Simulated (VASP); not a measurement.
Wanted: the native input for a VASP 6.6.1 run.

```
Task                   : molecular dynamics
Functional             : PBEsol
Potentials or basis    : VASP PAW PBE potentials, release 64 (Al, Cu)
Cutoff                 : 520 eV
k mesh                 : 1 × 1 × 1, shifted
Occupations            : fermi-dirac, width 0.05 eV
Spin                   : no spin polarisation
Dipole correction      : no
Further INCAR settings : LREAL = Auto; ALGO = Normal; EDIFF = 1e-05; NBANDS = 78; ISYM = 0; IBRION = 0; POTIM = 3.0; NSW = 40
```

The structure of Al3Cu2 lies in POSCAR:

```
Al3Cu2
1.0
    6.8921920000     -0.1854640000     -0.0600550000
   -0.1854640000      6.9738980000      0.0067840000
   -0.0600550000      0.0067840000      7.0022850000
Al Cu
12 8
Direct
    0.6388645484      0.1555008795      0.8396667423
    0.2454170336      0.8988877090      0.6139650395
    0.1403209584      0.0392540643      0.9456519404
    0.5029106295      0.7894884381      0.3116524225
    0.9554159294      0.4327018784      0.9499239663
    0.7209127504      0.5064076053      0.6450148816
    0.9201978576      0.1569644249      0.6059501959
    0.7790114020      0.8620648908      0.0449928947
    0.1860341459      0.3999215991      0.4225145572
    0.1574878003      0.6680572305      0.1939073489
    0.4707518017      0.3123235805      0.1194588790
    0.3508885570      0.6314917635      0.8629544778
    0.9200818014      0.7831294840      0.4275893543
    0.8704793085      0.1670306790      0.1826105571
    0.2245599983      0.0240475886      0.2894113019
    0.0077648662      0.7374153805      0.8280340217
    0.2820697893      0.2975620945      0.7333071810
    0.6002902194      0.8358243516      0.6700173371
    0.8310293177      0.5064182604      0.2876683340
    0.5252911068      0.1860850097      0.4823574344
```

The input as run:

INCAR

```
PREC = Accurate
ENCUT = 520
EDIFF = 1E-5
ISMEAR = -1
SIGMA = 0.05
LREAL = Auto
LASPH = T
NELM = 100
ALGO = Normal
ISIF = 2
LWAVE = F
LCHARG = F
GGA = PS
NBANDS = 78
ISYM = 0
IBRION = 0
NSW = 40
POTIM = 3.0
TEBEG = 300.0
TEEND = 300.0
NELMIN = 4
RANDOM_SEED = 51779 0 0
MDALGO = 3
LANGEVIN_GAMMA = 15 15
```

KPOINTS

```
Automatic mesh
0
Gamma
  1 1 1
  0.25 0.25 0.25
```

Potentials or basis: VASP PAW PBE potentials, release 64 (Al, Cu).

The run is started by

```bash
$ cat potpaw_PBE.64/Al/POTCAR potpaw_PBE.64/Cu/POTCAR > POTCAR
$ mpirun -np 1 vasp_std > vasp.out
```

It took 33 min on 1 thread of Oxide Virtual Turin-like Processor, with other jobs on the host, peak memory 0.43 GiB.
